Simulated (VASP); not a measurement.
A run of VASP 6.6.1 is set up as follows.

INCAR

```
PREC = Accurate
ENCUT = 520
EDIFF = 1E-6
ISMEAR = 0
SIGMA = 0.01
LREAL = F
LASPH = T
NELM = 80
ALGO = Normal
ISIF = 2
LWAVE = F
LCHARG = F
GGA = PE
NBANDS = 45
```

Contents of KPOINTS:

```
regular mesh
0
Gamma
  3 3 7
```

Contents of POSCAR:

```
Si3N4
1.0
    7.6635606248      0.0000000000      0.0000000000
   -3.8317803124      6.6368381845      0.0000000000
    0.0000000000      0.0000000000      2.9264805986
Si N
6 8
Direct
    0.7689111795      0.1750103537      0.2500000000
    0.5939008258      0.7689111795      0.7500000000
    0.8249896463      0.5939008258      0.2500000000
    0.2310888205      0.8249896463      0.7500000000
    0.4060991742      0.2310888205      0.2500000000
    0.1750103537      0.4060991742      0.7500000000
    0.0308367409      0.3300005066      0.2500000000
    0.7008362344      0.0308367409      0.7500000000
    0.6699994934      0.7008362344      0.2500000000
    0.9691632591      0.6699994934      0.7500000000
    0.2991637656      0.9691632591      0.2500000000
    0.3300005066      0.2991637656      0.7500000000
    0.6666666667      0.3333333333      0.2500000000
    0.3333333333      0.6666666667      0.7500000000
```

Potentials or basis: VASP PAW PBE potentials, release 64 (Si, N).

Command:

```bash
$ cat potpaw_PBE.64/Si/POTCAR potpaw_PBE.64/N/POTCAR > POTCAR
$ mpirun -np 1 vasp_std > vasp.out
```

Estimate the pressure.

-0.3 GPa.

What does it give for the band gap on the k mesh?

4.25 eV, indirect (least direct gap 4.44 eV).

Predict the largest force.

0.003 eV/Å.

Forces in eV/Å, atoms in the order of the input:
```
Si   0.002  0.003  0.000
Si  -0.001  0.003  0.000
Si  -0.003  0.001  0.000
Si  -0.002 -0.003  0.000
Si   0.001 -0.003  0.000
Si   0.003 -0.001  0.000
N   -0.001 -0.002  0.000
N    0.002 -0.002  0.000
N    0.003  0.000  0.000
N    0.001  0.002  0.000
N   -0.002  0.002  0.000
N   -0.003  0.000  0.000
N    0.000  0.000  0.000
N    0.000  0.000  0.000
```

A k mesh can miss the band edges. PBE gaps usually lie below the measured ones, often by a third to a half.
